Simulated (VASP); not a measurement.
# Au (P-1) in VASP: single point with PBEsol

Aim: the single point of Au with PBEsol.

All numbers are computed with VASP 6.6.1; they aren't measurements. Logs are shortened: lines on timing, memory, paths and dates and some standing lists are left out, and cuts for length are marked.

## (1) The cell of the first run

The typed cell holds 1 atom: a = 2.889 Å, b = 2.805 Å, c = 2.827 Å, α = 111.17°, β = 108.51°, γ = 111.42°.

## (2) Single point, PBEsol

File INCAR:

```
SYSTEM = Au
PREC = Accurate
ENCUT = 500
EDIFF = 1E-6
ISMEAR = 0
SIGMA = 0.15
LREAL = .FALSE.
LASPH = .TRUE.
NELM = 120
ALGO = Normal
ISIF = 2
LWAVE = .FALSE.
LCHARG = .FALSE.
GGA = PS
NBANDS = 12
GGA_COMPAT = .FALSE.
```

File KPOINTS:

```
regular mesh
0
G
  14 14 14
  0 0 0
```

File POSCAR:

```
Au
1.0
   -1.6661312555      1.6960029668      1.6405979715
    1.5802918449     -1.7076041168      1.5663597108
    1.6008575050      1.6423303663     -1.6521991214
Au
1
Direct
    0.0000000000      0.0000000000      0.0000000000
```

Potentials or basis: VASP PAW PBE potentials, release 64 (Au).

Command:

```bash
$ cat potpaw_PBE.64/Au/POTCAR > POTCAR
$ mpirun -np 1 vasp_std > vasp.out
```

OUTCAR:

```text
SYSTEM = Au
   PREC = Accurate
   ENCUT = 500
   EDIFF = 1E-6
   ISMEAR = 0
   LREAL = .FALSE.
   LASPH = .TRUE.
   NELM = 120
   ISIF = 2
   GGA = PS

 ion  position               nearest neighbor table
   1  0.000  0.000  0.000-

  LATTYP: Found a triclinic cell.
 ALAT       =     5.4226752173
 B/A-ratio  =     0.9642070969
 C/A-ratio  =     1.5547081573
 COS(alpha) =     0.0025613603
 COS(beta)  =     0.5671288657
 COS(gamma) =     0.8219993817

  Lattice vectors:

 A1 = (  -1.7519706661,   1.6844018168,   4.8475556538)
 A2 = (   1.4291786838,   1.6191280663,   4.7617162432)
 A3 = (  -8.0284299553,   1.8265504678,   1.8122767927)

Analysis of symmetry for initial positions (statically):
=====================================================================
 Subroutine PRICEL returns:
 Original cell was already a primitive cell.

 Routine SETGRP: Setting up the symmetry group for a
 triclinic supercell.

 Subroutine GETGRP returns: Found  2 space group operations
 (whereof  2 operations were pure point group operations)
 out of a pool of  2 trial point group operations.

The static configuration has the point symmetry S_2 .

Analysis of symmetry for dynamics (positions and initial velocities):
=====================================================================
 Subroutine PRICEL returns:
 Original cell was already a primitive cell.

 Routine SETGRP: Setting up the symmetry group for a
 triclinic supercell.

 Subroutine GETGRP returns: Found  2 space group operations
 (whereof  2 operations were pure point group operations)
 out of a pool of  2 trial point group operations.

The dynamic configuration has the point symmetry S_2 .

 Subroutine INISYM returns: Found  2 space group operations
 (whereof  2 operations are pure point group operations),
 and found     1 'primitive' translations

----------------------------------------------------------------------------------------

                                     Primitive cell

  volume of cell :      17.0091

  direct lattice vectors                    reciprocal lattice vectors
    -1.666131256  1.696002967  1.640597972     0.014628740  0.300925473  0.313302171
     1.580291845 -1.707604117  1.566359711     0.323152557  0.007432311  0.320498600
     1.600857505  1.642330366 -1.652199121     0.320889305  0.305858650  0.009695563

  length of vectors
     2.888595009  2.804766814  2.826615595     0.434658936  0.455194647  0.443411168

[... 84 lines left out ...]
   ISIF   =      2    stress and relaxation
   ISYM   =      2    0-nonsym 1-usesym 2-fastsym
   POTIM  = 0.5000    time-step for ionic-motion
   TEBEG  =    0.0;   TEEND  =   0.0 temperature during run
   PSTRESS=    0.0 pullay stress
   NELECT =      11.0000    total number of electrons
   NUPDOWN=      -1.0000    fix difference up-down
   EMIN   =  10.00;   EMAX   =-10.00  energy-range for DOS
   EFERMI =   0.00;   METHOD = LEGACY
   ISMEAR =     0;   SIGMA  =   0.15  broadening in eV -4-tet -1-fermi 0-gaus
   EFERMI_NEDOS =   21; number of points for ismear=-14 and -15
   IALGO  =     38    algorithm
   IMIX   =      4    mixing-type and parameters
     AMIX     =   0.40;   BMIX     =  1.00
     AMIX_MAG =   1.60;   BMIX_MAG =  1.00
  volume/ion in A,a.u.               =      17.01       114.78
  Fermi-wavevector in a.u.,A,eV,Ry     =   1.415724  2.675330 27.269798  2.004274
  Thomas-Fermi vector in A             =   2.537132
   LORBIT       =      0    0 simple, 1 ext, 2 COOP (PROOUT), +10 PAW based schemes
   GGA     = PS    functional components
   LHFCALC =     F    Hartree Fock is set to
   AEXX    =    0.0000 exact exchange contribution
   IVDW    =     0    specifies the selected vdW correction
   LEPSILON=     F    determine dielectric tensor
   LRPA    =     F    only Hartree local field effects (RPA)
 non-spin polarized calculation
 Gauss-broadening in eV      SIGMA  =   0.15
  energy-cutoff  :      500.00
  volume of cell :       17.01
 maximum number of plane-waves:       444
 NGX is ok and might be reduce to    24
   NGX = 11   NGY = 11   NGZ = 11

 number of electron      11.0000000 magnetization

 Free energy of the ion-electron system (eV)
  ---------------------------------------------------
  ext. energy  EPLUGINS =         0.00000000
  ---------------------------------------------------
  free energy    TOTEN  =        -3.88539794 eV

  energy without entropy =       -3.88161148  energy(sigma->0) =       -3.88350471

 E-fermi :   9.3266     XC(G=0): -12.8954

 val. band max:        9.3249860098   @ k =   0.5000  -0.0000   0.1429
 cond. band min:       9.3298084707   @ k =   0.5000   0.1429   0.3571
 fundamental gap:      0.0048224609
 Fermi energy:         9.3266063268

 k-point     1 :       0.0000    0.0000    0.0000
  band No.  band energies     occupation
      1      -0.6225      2.00000
      2       3.9518      2.00000
      3       4.5261      2.00000
      4       4.7861      2.00000
      5       6.2444      2.00000
      6       6.6024      2.00000
      7      25.1402      0.00000
      8      25.7275      0.00000
      9      26.4806      0.00000
     10      32.5155      0.00000
     11      33.5054      0.00000
     12      34.0995      0.00000
[... 331 lines left out ...]
 k-point    24 :       0.0714    0.1429    0.0000
  band No.  band energies     occupation
      1       0.7377      2.00000
      2       4.2163      2.00000
      3       4.5870      2.00000
      4       5.1319      2.00000
      5       5.9959      2.00000
      6       6.3450      2.00000
      7      24.9389      0.00000
      8      25.6185      0.00000
      9      26.4954      0.00000
     10      28.6354      0.00000
     11      29.9333      0.00000
     12      30.6974      0.00000

 [... further k-points ...]

------------------------ aborting loop because EDIFF is reached ----------------------------------------

  FORCE on cell =-STRESS in cart. coord.  units (eV):
  Direction    XX          YY          ZZ          XY          YZ          ZX
  --------------------------------------------------------------------------------------
  -------------------------------------------------------------------------------------
  Total        0.0470343      0.1574559      0.1090133      0.3098470      0.2710022      0.3743917
  in kB        4.4304054     14.8315972     10.2685357     29.1861095     25.5271162     35.2659156
  external PRESSURE =       9.8435128 kB  Pullay stress =       0.0000000 kB

 VOLUME and BASIS-vectors are now :
 -----------------------------------------------------------------------------
  energy-cutoff  :      500.00
  volume of cell :       17.01
      direct lattice vectors                 reciprocal lattice vectors
    -1.666131256  1.696002967  1.640597972     0.014628740  0.300925473  0.313302171
     1.580291845 -1.707604117  1.566359711     0.323152557  0.007432311  0.320498600
     1.600857505  1.642330366 -1.652199121     0.320889305  0.305858650  0.009695563

 POSITION                                       TOTAL-FORCE (eV/Angst)
 -----------------------------------------------------------------------------------
      0.00000      0.00000      0.00000        -0.000000     -0.000000      0.000000
 -----------------------------------------------------------------------------------
    total drift:                                0.000000     -0.000000      0.000000

  FREE ENERGIE OF THE ION-ELECTRON SYSTEM (eV)
  ---------------------------------------------------
  free  energy   TOTEN  =        -3.8853979429 eV

  energy  without entropy=       -3.8816114756  energy(sigma->0) =       -3.88350471
```

stdout:

```text
POSCAR found type information on POSCAR Au
 POSCAR found :  1 types and       1 ions
 scaLAPACK will be used
 -----------------------------------------------------------------------------
|                                                                             |
|                                                                             |
|     You enforced a specific xc type in the INCAR file but a different       |
|     I HOPE YOU KNOW WHAT YOU ARE DOING!                                     |
|                                                                             |
 -----------------------------------------------------------------------------

 LDA part: xc-table for (Slater+PW92), standard interpolation
 POSCAR, INCAR and KPOINTS ok, starting setup
 FFT: planning ... GRIDC
 FFT: planning ... GRID_SOFT
 FFT: planning ... GRID
 WAVECAR not read
 entering main loop
```

It took 3.4 min on 1 thread of Intel Xeon 8259CL, shared host; peak memory 0.36 GiB.

Results:

* Free energy: -3.8854 eV
* Pressure: 1.0 GPa
* Band gap on the k mesh: zero (an odd number of electrons rules out a gap without spin polarisation)

Stress tensor (GPa, compression positive):
```
0.44 2.92 3.53
2.92 1.48 2.55
3.53 2.55 1.03
```

Caveat: the PAW data sets were made with another functional, which shifts forces and pressure a little; spin-orbit coupling is left out, which moves the levels of the heavy elements.
